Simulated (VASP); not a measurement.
A run of VASP 6.6.1:

The input POSCAR:

```
SiGe
1.0
    0.0000000000      2.4596726670      2.7714621600
    2.4596726670      0.0000000000      2.7714621600
    2.4596726670      2.4596726670      0.0000000000
Si Ge
1 1
Direct
    0.0000000000      0.0000000000      0.0000000000
    0.7500000000      0.7500000000      0.7500000000
```

File INCAR.step1:

```
PREC = Accurate
ENCUT = 520
ISMEAR = 0
SIGMA = 0.05
LREAL = F
LASPH = T
NELM = 60
NBANDS = 16
GGA = PE
ALGO = Normal
EDIFF = 1E-4
LWAVE = T
LCHARG = F
```

The input INCAR.step2:

```
PREC = Accurate
ENCUT = 520
EDIFF = 1E-6
ISMEAR = 0
SIGMA = 0.05
LREAL = F
LASPH = T
NELM = 60
ALGO = Normal
ISIF = 2
LWAVE = F
LCHARG = F
METAGGA = R2SCAN
LMIXTAU = T
NBANDS = 16
ISTART = 1
```

Contents of KPOINTS:

```
Automatic mesh
0
Gamma
  8 8 8
```

Potentials or basis: VASP PAW PBE potentials, release 64 (Si, Ge_d).

The run is started by

```sh
$ cat potpaw_PBE.64/Si/POTCAR potpaw_PBE.64/Ge_d/POTCAR > POTCAR
$ cp INCAR.step1 INCAR
$ mpirun -np 1 vasp_std > vasp.out
$ cp INCAR.step2 INCAR
$ mpirun -np 1 vasp_std > vasp.out
```

Hardware: 1 thread of Intel(R) Xeon(R) 6975P-C (Granite Rapids), with other jobs on the host.

Q: How long does it take, and how much memory?

A: Run time: 51 s on 1 thread of Intel(R) Xeon(R) 6975P-C (Granite Rapids), with other jobs on the host, peak memory 0.18 GiB. Counts: k points 59.
